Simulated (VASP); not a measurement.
# BaTiO3 (Amm2) in VASP: single point with PBE

Aim: the single point of BaTiO3 with PBE.

Everything below comes from runs of VASP 6.6.1. Logs are shortened: lines on timing, memory, paths and dates and some standing lists are left out, and cuts for length are marked.

## (1) The cell of the first run

Symmetry: Amm2, No. 38, orthorhombic system. Conventional cell: a = 3.983 Å, b = 5.725 Å, c = 5.751 Å, α = 90.00°, β = 90.00°, γ = 90.00°. Within 3.7 Å of Ba (site symmetry mm2) lie 12 O at 2.79 to 2.96 Å and 8 Ti at 3.43 to 3.57 Å. Ti (site symmetry mm2) has 6 O at 1.87 to 2.19 Å within 2.5 Å. Within 2.5 Å of O (site symmetry m) lie 2 Ti at 1.87 to 2.19 Å. O (site symmetry mm2) has 2 Ti at 2.00 Å within 2.6 Å.

## (2) Single point, PBE

INCAR reads:

```
SYSTEM = BaTiO3
ALGO = Normal
EDIFF = 1E-6
ENCUT = 600
GGA = PE
GGA_COMPAT = .FALSE.
ISIF = 2
ISMEAR = 0
LASPH = .TRUE.
LCHARG = .FALSE.
LREAL = .FALSE.
LWAVE = .FALSE.
NBANDS = 28
NELM = 120
PREC = Accurate
SIGMA = 0.1
```

KPOINTS reads:

```
k-points
0
G
  4 4 4
  0 0 0
```

POSCAR reads:

```
BaTiO3
1.0
    3.9833338700      0.0000000000      0.0000000000
    0.0000000000      2.8625951084      2.8753395310
    0.0000000000     -2.8625951084      2.8753395310
Ba Ti O
1 1 3
Direct
    0.0000000000      0.0034138500      0.0034138500
    0.5000000000      0.5185038200      0.5185038200
    0.5000000000      0.9784256700      0.4913519000
    0.5000000000      0.4913519000      0.9784256700
    0.0000000000      0.4882047600      0.4882047600
```

Potentials or basis: VASP PAW PBE potentials, release 64 (Ba_sv, Ti_sv, O).

Started as:

```bash
cat potpaw_PBE.64/Ba_sv/POTCAR potpaw_PBE.64/Ti_sv/POTCAR potpaw_PBE.64/O/POTCAR > POTCAR
mpirun -np 1 vasp_std > vasp.out
```

OUTCAR:

```text
SYSTEM = BaTiO3
   EDIFF = 1E-6
   ENCUT = 600
   GGA = PE
   ISIF = 2
   ISMEAR = 0
   LASPH = .TRUE.
   LREAL = .FALSE.
   NELM = 120
   PREC = Accurate

 ion  position               nearest neighbor table
   1  0.000  0.003  0.003-   5 2.79   4 2.81   3 2.81   3 2.81   4 2.81   5 2.86   5 2.86   4 2.88
                             3 2.88   3 2.88   4 2.88   5 2.96   2 3.43   2 3.43   2 3.49   2 3.49
   2  0.500  0.519  0.519-   3 1.87   4 1.87   5 2.00   5 2.00   3 2.19   4 2.19   1 3.43   1 3.43
                             1 3.49   1 3.49   1 3.49   1 3.49   1 3.57   1 3.57
   3  0.500  0.978  0.491-   2 1.87   2 2.19   1 2.81   1 2.81   1 2.88   1 2.88
   4  0.500  0.491  0.978-   2 1.87   2 2.19   1 2.81   1 2.81   1 2.88   1 2.88
   5  0.000  0.488  0.488-   2 2.00   2 2.00   1 2.79   1 2.86   1 2.86   1 2.96

  LATTYP: Found a base centered orthorhombic cell.
 ALAT       =     5.7251902168
 B/A-ratio  =     1.0044520521
 C/A-ratio  =     0.6957557250

  Lattice vectors:

 A1 = (   0.0000000000,   2.8625951084,  -2.8753395310)
 A2 = (   0.0000000000,   2.8625951084,   2.8753395310)
 A3 = (   3.9833338700,   0.0000000000,   0.0000000000)

Analysis of symmetry for initial positions (statically):
=====================================================================
 Subroutine PRICEL returns:
 Original cell was already a primitive cell.

 Routine SETGRP: Setting up the symmetry group for a
 base centered orthorhombic supercell.

 Subroutine GETGRP returns: Found  4 space group operations
 (whereof  4 operations were pure point group operations)
 out of a pool of  8 trial point group operations.

The static configuration has the point symmetry C_2v.

Analysis of symmetry for dynamics (positions and initial velocities):
=====================================================================
 Subroutine PRICEL returns:
 Original cell was already a primitive cell.

 Routine SETGRP: Setting up the symmetry group for a
 base centered orthorhombic supercell.

 Subroutine GETGRP returns: Found  4 space group operations
 (whereof  4 operations were pure point group operations)
 out of a pool of  8 trial point group operations.

The dynamic configuration has the point symmetry C_2v.

 Subroutine INISYM returns: Found  4 space group operations
 (whereof  4 operations are pure point group operations),
 and found     1 'primitive' translations

[... 95 lines left out ...]
   NELM   =    120;   NELMIN=  2; NELMDL= -5     # of ELM steps
   EDIFF  = 0.1E-05   stopping-criterion for ELM
   LREAL  =      F    real-space projection
   EDIFFG = 0.1E-04   stopping-criterion for IOM
   NSW    =      0    number of steps for IOM
   IBRION =     -1    ionic relax: 0-MD 1-quasi-New 2-CG
   NFREE  =      0    steps in history (QN), initial steepest desc. (CG)
   ISIF   =      2    stress and relaxation
   ISYM   =      2    0-nonsym 1-usesym 2-fastsym
   POTIM  = 0.5000    time-step for ionic-motion
   TEBEG  =    0.0;   TEEND  =   0.0 temperature during run
   PSTRESS=    0.0 pullay stress
   NELECT =      40.0000    total number of electrons
   NUPDOWN=      -1.0000    fix difference up-down
   EMIN   =  10.00;   EMAX   =-10.00  energy-range for DOS
   EFERMI =   0.00;   METHOD = LEGACY
   ISMEAR =     0;   SIGMA  =   0.10  broadening in eV -4-tet -1-fermi 0-gaus
   EFERMI_NEDOS =   21; number of points for ismear=-14 and -15
   IALGO  =     38    algorithm
   IMIX   =      4    mixing-type and parameters
     AMIX     =   0.40;   BMIX     =  1.00
     AMIX_MAG =   1.60;   BMIX_MAG =  1.00
  volume/ion in A,a.u.               =      13.11        88.50
  Fermi-wavevector in a.u.,A,eV,Ry     =   1.388416  2.623726 26.227933  1.927699
  Thomas-Fermi vector in A             =   2.512544
   LORBIT       =      0    0 simple, 1 ext, 2 COOP (PROOUT), +10 PAW based schemes
   GGA     = PE    functional components
   LHFCALC =     F    Hartree Fock is set to
   AEXX    =    0.0000 exact exchange contribution
   IVDW    =     0    specifies the selected vdW correction
   LEPSILON=     F    determine dielectric tensor
   LRPA    =     F    only Hartree local field effects (RPA)
 non-spin polarized calculation
 Gauss-broadening in eV      SIGMA  =   0.10
  energy-cutoff  :      600.00
  volume of cell :       65.57
 maximum number of plane-waves:      2240
 NGX is ok and might be reduce to    32
   NGX = 15   NGY = 17   NGZ = 17

 number of electron      39.9999988 magnetization

 Free energy of the ion-electron system (eV)
  ---------------------------------------------------
  ext. energy  EPLUGINS =         0.00000000
  ---------------------------------------------------
  free energy    TOTEN  =       -40.03701639 eV

  energy without entropy =      -40.03701639  energy(sigma->0) =      -40.03701639

 E-fermi :   4.0785     XC(G=0): -11.1237

 val. band max:        3.6604767524   @ k =   0.5000   0.5000   0.5000
 cond. band min:       5.8087860833   @ k =   0.0000   0.0000   0.0000
 fundamental gap:      2.1483093310
 Fermi energy:         4.0785222821

 k-point     1 :       0.0000    0.0000    0.0000
  band No.  band energies     occupation
      1     -52.7859      2.00000
      2     -29.0458      2.00000
      3     -29.0446      2.00000
      4     -28.9911      2.00000
      5     -21.2493      2.00000
      6     -13.1756      2.00000
[... 640 lines left out ...]
     27      11.4352      0.00000
     28      11.5021      0.00000

------------------------ aborting loop because EDIFF is reached ----------------------------------------

  FORCE on cell =-STRESS in cart. coord.  units (eV):
  Direction    XX          YY          ZZ          XY          YZ          ZX
  --------------------------------------------------------------------------------------
  -------------------------------------------------------------------------------------
  Total        1.1360418      1.2106868      1.1978952      0.0000000      0.0000000      0.0000000
  in kB       27.7574230     29.5812576     29.2687146      0.0000000      0.0000000      0.0000000
  external PRESSURE =      28.8691317 kB  Pullay stress =       0.0000000 kB

 VOLUME and BASIS-vectors are now :
 -----------------------------------------------------------------------------
  energy-cutoff  :      600.00
  volume of cell :       65.57
      direct lattice vectors                 reciprocal lattice vectors
     3.983333870  0.000000000  0.000000000     0.251045991  0.000000000  0.000000000
     0.000000000  2.862595108  2.875339531     0.000000000  0.174666686  0.173892507
     0.000000000 -2.862595108  2.875339531     0.000000000 -0.174666686  0.173892507

 POSITION                                       TOTAL-FORCE (eV/Angst)
 -----------------------------------------------------------------------------------
      0.00000      0.00000      0.01963         0.000000      0.000000      0.018841
      1.99167      0.00000      2.98175         0.000000      0.000000      0.125920
      1.99167      1.39429      4.22611         0.000000      0.032592     -0.040008
      1.99167     -1.39429      4.22611         0.000000     -0.032592     -0.040008
      0.00000      0.00000      2.80751         0.000000      0.000000     -0.064745
 -----------------------------------------------------------------------------------
    total drift:                                0.000000     -0.000000     -0.000326

  FREE ENERGIE OF THE ION-ELECTRON SYSTEM (eV)
  ---------------------------------------------------
  free  energy   TOTEN  =       -40.0370163865 eV

  energy  without entropy=      -40.0370163865  energy(sigma->0) =      -40.03701639
```

OSZICAR:

```text
N       E                     dE             d eps       ncg     rms          rms(c)
DAV:   1     0.466491690743E+03    0.46649E+03   -0.22583E+04  1176   0.171E+03
DAV:   2     0.386800330037E+01   -0.46262E+03   -0.44030E+03  1300   0.455E+02
DAV:   3    -0.483758576240E+02   -0.52244E+02   -0.51700E+02  1684   0.145E+02
DAV:   4    -0.506667591781E+02   -0.22909E+01   -0.22859E+01  1732   0.273E+01
DAV:   5    -0.507346469218E+02   -0.67888E-01   -0.67875E-01  1584   0.360E+00    0.233E+01
DAV:   6    -0.402576227349E+02    0.10477E+02   -0.57218E+01  1760   0.673E+01    0.101E+01
DAV:   7    -0.402163598772E+02    0.41263E-01   -0.11191E+01  1612   0.246E+01    0.699E+00
DAV:   8    -0.400318426894E+02    0.18452E+00   -0.64046E-01  1448   0.728E+00    0.361E+00
DAV:   9    -0.400664241690E+02   -0.34581E-01   -0.37168E-01  1720   0.538E+00    0.163E+00
DAV:  10    -0.400406601539E+02    0.25764E-01   -0.16478E-01  1456   0.415E+00    0.527E-01
DAV:  11    -0.400371226268E+02    0.35375E-02   -0.13789E-02  1452   0.745E-01    0.147E-01
DAV:  12    -0.400370168031E+02    0.10582E-03   -0.10532E-03  1392   0.210E-01    0.426E-02
DAV:  13    -0.400370104910E+02    0.63121E-05   -0.13620E-04  1436   0.122E-01    0.156E-02
DAV:  14    -0.400370171276E+02   -0.66366E-05   -0.37266E-05  1608   0.411E-02    0.112E-02
DAV:  15    -0.400370185593E+02   -0.14317E-05   -0.25112E-05  1652   0.459E-02    0.132E-02
DAV:  16    -0.400370163896E+02    0.21697E-05   -0.76868E-06  1436   0.270E-02    0.119E-03
DAV:  17    -0.400370163865E+02    0.30386E-08   -0.37080E-07   776   0.519E-03
   1 F= -.40037016E+02 E0= -.40037016E+02  d E =-.283906E-10
```

stdout:

```text
POSCAR found type information on POSCAR BaTiO
 POSCAR found :  3 types and       5 ions
 scaLAPACK will be used
 LDA part: xc-table for (Slater+PW92), standard interpolation
 POSCAR, INCAR and KPOINTS ok, starting setup
 FFT: planning ... GRIDC
 FFT: planning ... GRID_SOFT
 FFT: planning ... GRID
 WAVECAR not read
 entering main loop
```

Wall time 51 s (1 thread of Intel Xeon 8259CL, shared host); peak memory 0.21 GiB.

Results:

* Free energy: -40.0370 eV
* Pressure: 2.9 GPa
* Largest force: 0.126 eV/Å
* Band gap on the k mesh: 2.15 eV, indirect (least direct gap 2.57 eV)

Forces in eV/Å, atoms in the order of the input:
```
Ba   0.000  0.000  0.019
Ti   0.000  0.000  0.126
O    0.000  0.033 -0.040
O    0.000 -0.033 -0.040
O    0.000  0.000 -0.065
```

Caveat: spin-orbit coupling is left out, which moves the levels of the heavy elements.
